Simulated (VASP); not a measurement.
BaTiO3, 5 atoms in the cell. Symmetry: Pm-3m, No. 221, cubic system. Conventional cell: a = 4.006 Å, b = 4.006 Å, c = 4.006 Å, α = 90.00°, β = 90.00°, γ = 90.00°. Ba (site symmetry m-3m) has 12 O at 2.83 Å and 8 Ti at 3.47 Å within 3.7 Å. Within 2.7 Å of Ti (site symmetry m-3m) lie 6 O at 2.00 Å. O (site symmetry 4/mmm) has 2 Ti at 2.00 Å within 2.7 Å. 

- Program: VASP 6.6.1
- Task: single point
- Functional: PBEsol
- Potentials or basis: VASP PAW PBE potentials, release 64 (Ba_sv, Ti_sv, O_h)
- Cutoff: 910 eV
- k mesh: 3 × 3 × 3
- Occupations: gaussian, width 0.01 eV
- Spin: no spin polarisation
- Dipole correction: no
- Second run: hard_potentials
- Further INCAR settings: ALGO = Normal; EDIFF = 1e-06; NBANDS = 28

Potentials or basis: VASP PAW PBE potentials, release 64 (Ba_sv, Ti_sv, O_h).

Command:

```console
$ cat potpaw_PBE.64/Ba_sv/POTCAR potpaw_PBE.64/Ti_sv/POTCAR potpaw_PBE.64/O_h/POTCAR > POTCAR
$ mpirun -np 1 vasp_std > vasp.out
```

Hardware: 1 thread of Intel(R) Xeon(R) Platinum 8375C CPU @ 2.90GHz (Ice Lake), on a shared host.

Problem. Estimate the wall time of this run.

Solution. It took 19 s on 1 thread of Intel(R) Xeon(R) Platinum 8375C CPU @ 2.90GHz (Ice Lake) (shared host), peak memory 0.24 GiB. Counts: scf iterations 16, k points 4.
